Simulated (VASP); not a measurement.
Set up this calculation in VASP 6.6.1, as the native input.

```
Task                   : single point
Functional             : PBEsol
Potentials or basis    : VASP PAW PBE potentials, release 64 (W_sv, C)
Cutoff                 : 520 eV
k mesh                 : 3 × 3 × 1
Occupations            : fermi-dirac, width 0.1 eV
Spin                   : no spin polarisation
Dipole correction      : no
Further INCAR settings : LREAL = Auto; ALGO = Normal; EDIFF = 1e-07; NBANDS = 86
```

The structure of WC lies in POSCAR:

```
WC
1.0
    5.8014001285      0.0000000000      0.0000000000
   -2.9007000642      5.0241598888      0.0000000000
    0.0000000000      0.0000000000     15.2518850000
W C
8 8
Direct
    0.0000000000      0.0000000000      0.0655657000
    0.0000000000      0.0000000000      0.2514965178
    0.0000000000      0.5000000000      0.0655657000
    0.0000000000      0.5000000000      0.2514965178
    0.5000000000      0.0000000000      0.0655657000
    0.5000000000      0.0000000000      0.2514965178
    0.5000000000      0.5000000000      0.0655657000
    0.5000000000      0.5000000000      0.2514965178
    0.3333333333      0.1666666667      0.1514002956
    0.3333333333      0.1666666667      0.3235584226
    0.3333333333      0.6666666667      0.1514002956
    0.3333333333      0.6666666667      0.3235584226
    0.8333333333      0.1666666667      0.1514002956
    0.8333333333      0.1666666667      0.3235584226
    0.8333333333      0.6666666667      0.1514002956
    0.8333333333      0.6666666667      0.3235584226
```

One way to write it, as run:

INCAR

```
ALGO = Normal
EDIFF = 1E-7
ENCUT = 520
GGA = PS
ISIF = 2
ISMEAR = -1
LASPH = True
LCHARG = True
LELF = True
LREAL = Auto
LVHAR = True
LWAVE = False
NBANDS = 86
NELM = 60
PREC = Accurate
SIGMA = 0.1
```

KPOINTS

```
k-points
0
Gamma
  3 3 1
```

Potentials or basis: VASP PAW PBE potentials, release 64 (W_sv, C).

The run is started by

```sh
$ cat potpaw_PBE.64/W_sv/POTCAR potpaw_PBE.64/C/POTCAR > POTCAR
$ mpirun -np 1 vasp_std > vasp.out
```

Results of the run:

```yaml
Largest_force: 0.100 eV/Å
Band_gap_on_the_k_mesh: zero (bands 72 and 73 overlap by 0.68 eV)
```

Caveat: the k points lie up to 0.42 Å⁻¹ apart, too coarse for converged energies and pressures of a metal; the PAW data sets were made with another functional, which shifts forces and pressure a little; spin-orbit coupling is left out, which moves the levels of the heavy elements.

Run time: 3.7 min on 1 thread of Intel(R) Xeon(R) Platinum 8559C (Emerald Rapids), with other jobs on the host, peak memory 0.58 GiB.
